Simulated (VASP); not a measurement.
Set up this calculation in VASP 6.6.1, as the native input.

| Quantity | Value |
| --- | --- |
| Task | single point |
| Functional | r2SCAN |
| Potentials or basis | VASP PAW PBE potentials, release 64 (Mg, Be) |
| Cutoff | 520 eV |
| k mesh | 17 × 17 × 8 |
| Occupations | gaussian, width 0.1 eV |
| Spin | no spin polarisation |
| Dipole correction | no |
| Further INCAR settings | ALGO = Normal; EDIFF = 1e-06; NBANDS = 9 |

The system is MgBe.

```xyz
2
Lattice="2.3995 0.0000 0.0000 -1.1998 2.0781 0.0000 0.0000 0.0000 4.9009" Properties=species:S:1:pos:R:3 pbc="T T T"
Mg   -0.0162    0.0169    0.2210
Be   -0.0063   -0.0281    2.9018
```

These files were run (other wordings do the same):

POSCAR

```
MgBe
1.0
    2.3995486400      0.0000000000      0.0000000000
   -1.1997743200      2.0780700800      0.0000000000
    0.0000000000      0.0000000000      4.9009135800
Mg Be
1 1
Direct
   -0.0026840000      0.0081470000      0.0450920000
   -0.0093910000     -0.0135330000      0.5920960000
```

INCAR.step1

```
SYSTEM = MgBe
PREC     = Accurate       ! precision mode
ENCUT    = 520            ! plane-wave cutoff, eV
ISMEAR   = 0              ! smearing method
SIGMA    = 0.1            ! smearing width, eV
LREAL    = .False.        ! projectors in reciprocal space
LASPH    = .True.         ! aspherical terms in the spheres
NELM     = 80             ! most SCF steps
NBANDS   = 9              ! bands
GGA      = PE             ! functional
ALGO     = Normal         ! electronic algorithm
EDIFF    = 1E-4           ! SCF threshold, eV
LWAVE    = .True.         ! write WAVECAR
LCHARG   = .False.        ! write CHGCAR
```

INCAR.step2

```
SYSTEM = MgBe
PREC     = Accurate       ! precision mode
ENCUT    = 520            ! plane-wave cutoff, eV
EDIFF    = 1E-6           ! SCF threshold, eV
ISMEAR   = 0              ! smearing method
SIGMA    = 0.1            ! smearing width, eV
LREAL    = .False.        ! projectors in reciprocal space
LASPH    = .True.         ! aspherical terms in the spheres
NELM     = 80             ! most SCF steps
ALGO     = Normal         ! electronic algorithm
ISIF     = 2              ! what is computed and relaxed
LWAVE    = .False.        ! write WAVECAR
LCHARG   = .False.        ! write CHGCAR
METAGGA  = R2SCAN         ! meta-GGA
LMIXTAU  = .True.       
NBANDS   = 9              ! bands
ISTART   = 1
```

KPOINTS

```
regular mesh
0
Gamma
  17 17 8
  0 0 0
```

Potentials or basis: VASP PAW PBE potentials, release 64 (Mg, Be).

Run with:

```sh
$ cat potpaw_PBE.64/Mg/POTCAR potpaw_PBE.64/Be/POTCAR > POTCAR
$ cp INCAR.step1 INCAR
$ mpirun -np 1 vasp_std > vasp.out
$ cp INCAR.step2 INCAR
$ mpirun -np 1 vasp_std > vasp.out
```

It gave:

```json
{
  "Pressure": "33.3 GPa",
  "Largest force": "1.741 eV/Å",
  "Band gap on the k mesh": "zero (bands 2 and 3 overlap by 5.39 eV)"
}
```

Caveat: the stress differs along the axes, from 22 to 39 GPa; the PAW data sets were made with another functional, which shifts forces and pressure a little.

It took 12 min on 1 thread of Oxide Virtual Turin-like Processor, with other jobs on the host, peak memory 0.37 GiB.
